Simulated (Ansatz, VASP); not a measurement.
WSe2 in VASP and in Ansatz

```
Se W
1.0
     3.28500    0.00000    0.00000
    -1.64250    2.84489    0.00000
     0.00000    0.00000   32.73738
Se W
2 1
Cartesian
  0.0000 1.8966 14.5962
  0.0000 1.8966 18.1412
  1.6425 0.9483 16.3687
```

Alike in both runs: task single point; functional PBE; dispersion D3(BJ); k mesh 9 × 9 × 1; occupations gaussian, width 0.02 eV; no spin polarisation.

|  | VASP | Ansatz |
| --- | --- | --- |
| version | VASP 6.6.1 | Ansatz 0.2.0 |
| potentials or method | VASP PAW PBE potentials, release 64 (Se, W_sv), cutoff 520 eV | scalar-relativistic, plane waves, PAW |
| valence electrons in the cell | 26 | 46 |

```csv
,VASP,Ansatz,Ansatz less VASP
gap on the k mesh at the Fermi level (eV),1.44,1.44,-0.001
least direct gap on the mesh (eV),1.83,1.84,+0.003
rms of the force components (eV/Å),0.621,0.638,+0.0172
```

VASP's potentials hold 26 valence electrons a cell and Ansatz's 46, so a difference there can come from the potentials and not from the codes.

Neither program's run includes spin-orbit coupling.
